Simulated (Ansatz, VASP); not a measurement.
## One calculation of W2C, two programs

```xyz
3
Lattice="3.0700 0.0000 0.0000 -1.5350 2.6587 0.0000 0.0000 0.0000 4.6784" Properties=species:S:1:pos:R:3 pbc="T T T"
W     0.0000    1.7725    3.4917
W     1.5350    0.8862    1.1868
C     0.0000    0.0000    0.0000
```

Alike in both runs: task single point; functional PBE; dispersion D4; k mesh 6 × 6 × 4; occupations gaussian, width 0.1 eV; no spin polarisation.

|  | VASP | Ansatz |
| --- | --- | --- |
| version | VASP 6.6.1 | Ansatz 0.2.0 |
| potentials or method | VASP PAW PBE potentials, release 64 (W_sv, C), cutoff 600 eV | scalar-relativistic, plane waves, PAW |
| valence electrons in the cell | 32 | 32 |

```tsv
	VASP	Ansatz	Ansatz less VASP
gap on the k mesh at the Fermi level (eV)	none	none	-
pressure (GPa)	-7.6	-8.3	-0.68
traceless stress, the component that is largest in VASP (GPa)	-1.11	-1.09	+0.027
rms of the force components (eV/Å)	0.050	0.075	+0.0248
```

Atom by atom the forces differ by 0.025 eV/Å (rms over components). A gap of «none» marks a metal or a gap that the smearing closes.

The k mesh is coarse, so the values compare programs but aren't converged. Spin-orbit coupling is off throughout.
